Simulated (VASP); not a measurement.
# FeGe (rocksalt type) (Fm-3m) in VASP: single point with PBE

Aim: the single point of FeGe (rocksalt type) with PBE.

Program: VASP 6.6.1. These are calculated values, not measurements. Logs are shortened: lines on timing, memory, paths and dates and some standing lists are left out, and cuts for length are marked.

### 1 The cell of the first run

Symmetry: Fm-3m, No. 225, cubic system. Conventional cell: a = 4.983 Å, b = 4.983 Å, c = 4.983 Å, α = 90.00°, β = 90.00°, γ = 90.00°. Within 3.3 Å of Fe (site symmetry m-3m) lie 6 Ge at 2.49 Å. Ge (site symmetry m-3m) has 6 Fe at 2.49 Å within 3.3 Å.

### 2 Single point, PBE, collinear spin, ferromagnetic start

File INCAR:

```
SYSTEM = FeGe
  PREC = Accurate
  ENCUT = 520
  EDIFF = 1E-7
  ISMEAR = -1
  SIGMA = 0.05
  LREAL = .FALSE.
  LASPH = .TRUE.
  NELM = 150
  ALGO = Normal
  ISIF = 2
  LWAVE = .FALSE.
  LCHARG = .FALSE.
  ISPIN = 2
  MAGMOM = 2.5 0
  LORBIT = 11
  LMAXMIX = 4
  GGA = PE
  NBANDS = 22
```

File KPOINTS:

```
Automatic mesh
0
G
  14 14 14
  0 0 0
```

File POSCAR:

```
FeGe
1.0
    0.0000000000      2.4915895796      2.4915895796
    2.4915895796      0.0000000000      2.4915895796
    2.4915895796      2.4915895796      0.0000000000
Fe Ge
1 1
Direct
    0.0000000000      0.0000000000      0.0000000000
    0.5000000000      0.5000000000      0.5000000000
```

Potentials or basis: VASP PAW PBE potentials, release 64 (Fe, Ge_d).

Run with:

```console
$ cat potpaw_PBE.64/Fe/POTCAR potpaw_PBE.64/Ge_d/POTCAR > POTCAR
$ mpirun -np 1 vasp_std > vasp.out
```

OUTCAR:

```text
SYSTEM = FeGe
   PREC = Accurate
   ENCUT = 520
   EDIFF = 1E-7
   ISMEAR = -1
   LREAL = .FALSE.
   LASPH = .TRUE.
   NELM = 150
   ISIF = 2
   ISPIN = 2
   LORBIT = 11
   GGA = PE

 ion  position               nearest neighbor table
   1  0.000  0.000  0.000-   2 2.49   2 2.49   2 2.49   2 2.49   2 2.49   2 2.49
   2  0.500  0.500  0.500-   1 2.49   1 2.49   1 2.49   1 2.49   1 2.49   1 2.49

  LATTYP: Found a face centered cubic cell.
 ALAT       =     4.9831791592

  Lattice vectors:

 A1 = (   0.0000000000,   2.4915895796,   2.4915895796)
 A2 = (   2.4915895796,   0.0000000000,   2.4915895796)
 A3 = (   2.4915895796,   2.4915895796,   0.0000000000)

Analysis of symmetry for initial positions (statically):
=====================================================================
 Subroutine PRICEL returns:
 Original cell was already a primitive cell.

 Routine SETGRP: Setting up the symmetry group for a
 face centered cubic supercell.

 Subroutine GETGRP returns: Found 48 space group operations
 (whereof 48 operations were pure point group operations)
 out of a pool of 48 trial point group operations.

The static configuration has the point symmetry O_h .

Analysis of symmetry for dynamics (positions and initial velocities):
=====================================================================
 Subroutine PRICEL returns:
 Original cell was already a primitive cell.

 Routine SETGRP: Setting up the symmetry group for a
 face centered cubic supercell.

 Subroutine GETGRP returns: Found 48 space group operations
 (whereof 48 operations were pure point group operations)
 out of a pool of 48 trial point group operations.

The dynamic configuration has the point symmetry O_h .

Analysis of structural, dynamic, and magnetic symmetry:
=====================================================================
 Subroutine PRICEL returns:
 Original cell was already a primitive cell.

 Routine SETGRP: Setting up the symmetry group for a
 face centered cubic supercell.

 Subroutine GETGRP returns: Found 48 space group operations
 (whereof 48 operations were pure point group operations)
 out of a pool of 48 trial point group operations.

The overall configuration has the point symmetry O_h .

 Subroutine INISYM returns: Found 48 space group operations
 (whereof 48 operations are pure point group operations),
 and found     1 'primitive' translations

----------------------------------------------------------------------------------------

                                     Primitive cell

  volume of cell :      30.9357

  direct lattice vectors                    reciprocal lattice vectors
     0.000000000  2.491589580  2.491589580    -0.200675105  0.200675105  0.200675105
     2.491589580  0.000000000  2.491589580     0.200675105 -0.200675105  0.200675105
     2.491589580  2.491589580  0.000000000     0.200675105  0.200675105 -0.200675105

  length of vectors
     3.523639775  3.523639775  3.523639775     0.347579477  0.347579477  0.347579477

  position of ions in fractional coordinates (direct lattice)
     0.000000000  0.000000000  0.000000000
     0.500000000  0.500000000  0.500000000

  ion indices of the primitive-cell ions
   primitive index   ion index
                 1           1
                 2           2

----------------------------------------------------------------------------------------

 KPOINTS: Automatic mesh

Automatic generation of k-mesh.
 Grid dimensions read from file:
 generate k-points for:   14   14   14

 Generating k-lattice:

  Cartesian coordinates                     Fractional coordinates (reciprocal lattice)
    -0.014333936  0.014333936  0.014333936     0.071428571  0.000000000  0.000000000
     0.014333936 -0.014333936  0.014333936     0.000000000  0.071428571  0.000000000
     0.014333936  0.014333936 -0.014333936     0.000000000  0.000000000  0.071428571

  Length of vectors
     0.024827106  0.024827106  0.024827106

  Shift w.r.t. Gamma in fractional coordinates (k-lattice)
     0.000000000  0.000000000  0.000000000

 Subroutine IBZKPT returns following result:
 ===========================================

 Found    104 irreducible k-points:

 Following reciprocal coordinates:
            Coordinates               Weight
  0.000000  0.000000  0.000000      1.000000
  0.071429  0.000000  0.000000      8.000000
  0.142857  0.000000  0.000000      8.000000
  0.214286  0.000000  0.000000      8.000000
  0.285714  0.000000  0.000000      8.000000
  0.357143  0.000000  0.000000      8.000000
[... 16 lines left out ...]
  0.214286  0.142857  0.000000     24.000000
  0.285714  0.142857  0.000000     24.000000
 [... further k-points ...]
   k-points           NKPTS =    104   k-points in BZ     NKDIM =    104   number of bands    NBANDS=     22
   number of dos      NEDOS =    301   number of ions     NIONS =      2
   total plane-waves  NPLWV =  21952
   dimension x,y,z NGX =    28 NGY =   28 NGZ =   28
   dimension x,y,z NGXF=    56 NGYF=   56 NGZF=   56
   ions per type =               1   1
   NGX,Y,Z   is equivalent  to a cutoff of  13.21, 13.21, 13.21 a.u.
   NGXF,Y,Z  is equivalent  to a cutoff of  26.42, 26.42, 26.42 a.u.
 SYSTEM =  FeGe
   PREC   = accura    normal or accurate (medium, high low for compatibility)
   ISTART =      0    job   : 0-new  1-cont  2-samecut
   ICHARG =      2    charge: 1-file 2-atom 10-const
   ISPIN  =      2    spin polarized calculation?
   LNONCOLLINEAR =      F non collinear calculations
   LSORBIT =      F    spin-orbit coupling
   LASPH  =      T    aspherical Exc in radial PAW
   ENCUT  =  520.0 eV  38.22 Ry    6.18 a.u.   6.55  6.55  6.55*2*pi/ulx,y,z
   NELM   =    150;   NELMIN=  2; NELMDL= -5     # of ELM steps
   EDIFF  = 0.1E-06   stopping-criterion for ELM
   LREAL  =      F    real-space projection
   EDIFFG = 0.1E-05   stopping-criterion for IOM
   NSW    =      0    number of steps for IOM
   IBRION =     -1    ionic relax: 0-MD 1-quasi-New 2-CG
   NFREE  =      0    steps in history (QN), initial steepest desc. (CG)
   ISIF   =      2    stress and relaxation
   ISYM   =      2    0-nonsym 1-usesym 2-fastsym
   POTIM  = 0.5000    time-step for ionic-motion
   TEBEG  =    0.0;   TEEND  =   0.0 temperature during run
   PSTRESS=    0.0 pullay stress
   NELECT =      22.0000    total number of electrons
   NUPDOWN=      -1.0000    fix difference up-down
   EMIN   =  10.00;   EMAX   =-10.00  energy-range for DOS
   EFERMI =   0.00;   METHOD = LEGACY
   ISMEAR =    -1;   SIGMA  =   0.05  broadening in eV -4-tet -1-fermi 0-gaus
   EFERMI_NEDOS =   21; number of points for ismear=-14 and -15
   IALGO  =     38    algorithm
   IMIX   =      4    mixing-type and parameters
     AMIX     =   0.40;   BMIX     =  1.00
     AMIX_MAG =   1.60;   BMIX_MAG =  1.00
  volume/ion in A,a.u.               =      15.47       104.38
  Fermi-wavevector in a.u.,A,eV,Ry     =   1.461266  2.761392 29.052489  2.135298
  Thomas-Fermi vector in A             =   2.577618
   LORBIT       =     11    0 simple, 1 ext, 2 COOP (PROOUT), +10 PAW based schemes
   GGA     = PE    functional components
   LHFCALC =     F    Hartree Fock is set to
   AEXX    =    0.0000 exact exchange contribution
   IVDW    =     0    specifies the selected vdW correction
   LEPSILON=     F    determine dielectric tensor
   LRPA    =     F    only Hartree local field effects (RPA)
 spin polarized calculation
  energy-cutoff  :      520.00
  volume of cell :       30.94
 maximum number of plane-waves:       869
 NGX is ok and might be reduce to    28
   NGX = 13   NGY = 13   NGZ = 13

 number of electron      22.0000007 magnetization       2.1715785

 Free energy of the ion-electron system (eV)
  ---------------------------------------------------
  ext. energy  EPLUGINS =         0.00000000
  ---------------------------------------------------
  free energy    TOTEN  =       -12.03742936 eV

  energy without entropy =      -12.01129273  energy(sigma->0) =      -12.02436105

 E-fermi :   6.2376     XC(G=0): -11.8061

 val. band max:        6.2340431696   @ k =  -0.4286   0.2857   0.0714
 cond. band min:       6.2441375083   @ k =  -0.4286   0.4286   0.1429
 fundamental gap:      0.0100943387
 Fermi energy:         6.2376227956

 spin component 1

 k-point     1 :       0.0000    0.0000    0.0000
  band No.  band energies     occupation
      1     -18.1866      1.00000
      2     -18.1866      1.00000
      3     -18.1522      1.00000
      4     -18.1522      1.00000
      5     -18.1522      1.00000
      6      -5.5957      1.00000
[... 14 lines left out ...]
     21      20.0984      0.00000
     22      20.0984      0.00000
[... 552 lines left out ...]
  band No.  band energies     occupation
      1     -18.1836      1.00000
      2     -18.1815      1.00000
      3     -18.1540      1.00000
      4     -18.1408      1.00000
      5     -18.1395      1.00000
      6      -4.3329      1.00000
[... 14 lines left out ...]
     21      21.7099      0.00000
     22      24.6408      0.00000

 [... further k-points ...]

 spin component 2

 k-point     1 :       0.0000    0.0000    0.0000
  band No.  band energies     occupation
      1     -18.1966      1.00000
      2     -18.1966      1.00000
      3     -18.1699      1.00000
      4     -18.1699      1.00000
      5     -18.1699      1.00000
      6      -5.5991      1.00000
[... 14 lines left out ...]
     21      20.6734      0.00000
     22      20.6734      0.00000
[... 552 lines left out ...]
  band No.  band energies     occupation
      1     -18.1939      1.00000
      2     -18.1916      1.00000
      3     -18.1717      1.00000
      4     -18.1584      1.00000
      5     -18.1570      1.00000
      6      -4.3470      1.00000
[... 14 lines left out ...]
     21      22.0197      0.00000
     22      24.7106      0.00000

 [... further k-points ...]

------------------------ aborting loop because EDIFF is reached ----------------------------------------

  FORCE on cell =-STRESS in cart. coord.  units (eV):
  Direction    XX          YY          ZZ          XY          YZ          ZX
  --------------------------------------------------------------------------------------
  -------------------------------------------------------------------------------------
  Total       -0.3964956     -0.3964956     -0.3964956     -0.0000000      0.0000000      0.0000000
  in kB      -20.5347524    -20.5347524    -20.5347524     -0.0000000      0.0000000      0.0000000
  external PRESSURE =     -20.5347524 kB  Pullay stress =       0.0000000 kB

 VOLUME and BASIS-vectors are now :
 -----------------------------------------------------------------------------
  energy-cutoff  :      520.00
  volume of cell :       30.94
      direct lattice vectors                 reciprocal lattice vectors
     0.000000000  2.491589580  2.491589580    -0.200675105  0.200675105  0.200675105
     2.491589580  0.000000000  2.491589580     0.200675105 -0.200675105  0.200675105
     2.491589580  2.491589580  0.000000000     0.200675105  0.200675105 -0.200675105

 POSITION                                       TOTAL-FORCE (eV/Angst)
 -----------------------------------------------------------------------------------
      0.00000      0.00000      0.00000        -0.000000      0.000000      0.000000
      2.49159      2.49159      2.49159         0.000000     -0.000000     -0.000000
 -----------------------------------------------------------------------------------
    total drift:                                0.000000      0.000000      0.000000

  FREE ENERGIE OF THE ION-ELECTRON SYSTEM (eV)
  ---------------------------------------------------
  free  energy   TOTEN  =       -12.0374293626 eV

  energy  without entropy=      -12.0112927276  energy(sigma->0) =      -12.02436105

 total charge

# of ion       s       p       d       tot
------------------------------------------
    1        0.403   0.367   6.319   7.088
    2        1.162   1.198  10.043  12.402
--------------------------------------------------
tot          1.564   1.564  16.361  19.490

 magnetization (x)

# of ion       s       p       d       tot
------------------------------------------
    1        0.071   0.007   2.202   2.280
    2        0.004  -0.098   0.003  -0.091
--------------------------------------------------
tot          0.075  -0.091   2.205   2.189
```

Run time: 4 min. Hardware: 1 thread of Oxide Virtual Turin-like, shared host; peak memory 0.22 GiB.

Results:

| Quantity | Value |
| --- | --- |
| Free energy | -12.0374 eV |
| Pressure | -2.1 GPa |
| Net moment | 2.17 μB per cell |
| Site moments | Fe +2.28; Ge -0.09 μB |
| Valence electrons inside the program's atomic spheres | Fe 7.09; Ge 12.40 |

Levels at points of the mesh, in eV from the Fermi level:
Spin up:
| k point | band 9 | band 10 | band 11 | band 12 | band 13 | band 14 | band 15 | band 16 |
| --- | --- | --- | --- | --- | --- | --- | --- | --- |
| (0.00, 0.00, 0.00) | -2.73 | -2.35 | -2.35 | 3.58 | 3.58 | 3.58 | 9.18 | 10.83 |
| (0.50, 0.00, 0.00) | -3.43 | -2.13 | -2.13 | -1.53 | 5.22 | 5.22 | 6.24 | 7.20 |
| (0.50, 0.50, 0.00) | -2.08 | -2.01 | -2.01 | -0.62 | -0.18 | -0.18 | 3.39 | 6.75 |
Spin down:
| k point | band 8 | band 9 | band 10 | band 11 | band 12 | band 13 |
| --- | --- | --- | --- | --- | --- | --- |
| (0.00, 0.00, 0.00) | -0.67 | -0.60 | -0.60 | -0.60 | 3.52 | 3.52 |
| (0.50, 0.00, 0.00) | -2.17 | -2.17 | 0.16 | 0.16 | 0.66 | 5.81 |
| (0.50, 0.50, 0.00) | -1.63 | -0.32 | -0.18 | -0.18 | 0.44 | 0.44 |
